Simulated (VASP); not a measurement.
MgO, 4 atoms in the cell. It takes space group P6_3mc (No. 186, hexagonal). The conventional cell has a = 3.477 Å, b = 3.477 Å, c = 4.919 Å, α = 90.00°, β = 90.00°, γ = 120.00°. Mg (site symmetry 3m) has 4 O at 1.95 to 2.07 Å within 2.6 Å. O (site symmetry 3m) has 4 Mg at 1.95 to 2.07 Å within 2.6 Å. 

```yaml
Program: VASP 6.6.1
Task: single point
Functional: PBEsol
Potentials_or_basis: VASP PAW PBE potentials, release 64 (Mg, O)
Cutoff: 520 eV
k_mesh: 9 × 9 × 6
Occupations: gaussian, width 0.05 eV
Spin: no spin polarisation
Dipole_correction: no
Further_INCAR_settings: ALGO = Normal; EDIFF = 1e-06; NBANDS = 16
```

Potentials or basis: VASP PAW PBE potentials, release 64 (Mg, O).

Launch:

```bash
$ cat potpaw_PBE.64/Mg/POTCAR potpaw_PBE.64/O/POTCAR > POTCAR
$ mpirun -np 1 vasp_std > vasp.out
```

Hardware: 1 thread of Intel(R) Xeon(R) 6975P-C (Granite Rapids), on a shared host.

Estimate the wall time of this run.

It took 15 s on 1 thread of Intel(R) Xeon(R) 6975P-C (Granite Rapids), with other jobs on the host, peak memory 0.19 GiB. Counts: scf iterations 12, k points 48.
